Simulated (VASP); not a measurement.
Write the native input for VASP 6.6.1 that does the following.

```yaml
Task: relaxation of cell and atoms
Functional: PBE
Potentials_or_basis: VASP PAW PBE potentials, release 64 (Ti_sv, C)
Cutoff: 600 eV
k_mesh: 6 × 6 × 4
Occupations: gaussian, width 0.1 eV
Spin: no spin polarisation
Dipole_correction: no
Further_INCAR_settings: ALGO = Normal; EDIFF = 1e-06; IBRION = 2; EDIFFG = -0.04; NSW = 90; ISIF = 3
```

The structure of Ti5C lies in POSCAR:

```
Ti5C
1.0
    4.9129816100      0.0000000000      0.0000000000
   -2.4564908000      4.2547668800      0.0000000000
    0.0000000000      0.0000000000      3.9445634100
Ti C
5 1
Direct
    0.3333333300      0.6666666700      0.0000000000
    0.6666666700      0.3333333300      0.0000000000
    0.5000000000      0.0000000000      0.5000000000
    0.5000000000      0.5000000000      0.5000000000
    0.0000000000      0.5000000000      0.5000000000
    0.0000000000      0.0000000000      0.0000000000
```

One way to write it, as run:

INCAR

```
SYSTEM = Ti5C
PREC = Accurate
ENCUT = 600
EDIFF = 1E-6
ISMEAR = 0
SIGMA = 0.1
LREAL = .False.
LASPH = .True.
NELM = 100
ALGO = Normal
ISIF = 3
LWAVE = .False.
LCHARG = .False.
GGA = PE
IBRION = 2
NSW = 90
EDIFFG = -0.04
```

KPOINTS

```
regular mesh
0
Gamma
  6 6 4
  0 0 0
```

Potentials or basis: VASP PAW PBE potentials, release 64 (Ti_sv, C).

Command:

```sh
$ cat potpaw_PBE.64/Ti_sv/POTCAR potpaw_PBE.64/C/POTCAR > POTCAR
$ mpirun -np 1 vasp_std > vasp.out
```

It gave:

```yaml
Relaxed_volume: 16.92 Å³/atom
Relaxed_cell: a = 4.704 Å, b = 4.704 Å, c = 5.296 Å, α = 90.00°, β = 90.00°, γ = 120.00°
Space_group_after_relaxing_to_0.05_Å: P6/mmm (No. 191)
Energy_gained_by_relaxing: 404.0 meV/atom
Ionic_steps: 12
Pressure_after_relaxing: 0.0 GPa
Band_gap_on_the_k_mesh: zero (band 32 reaches 7.09 eV, above the bottom of band 33 at 6.79 eV)
```

Caveat: the k points lie up to 0.30 Å⁻¹ apart in the final cell; the volume moved by over 15 % at a fixed basis, so the end points are rough.

Run time: 19 min on 1 thread of Intel(R) Xeon(R) Platinum 8488C (Sapphire Rapids), with other jobs on the host, peak memory 0.25 GiB.
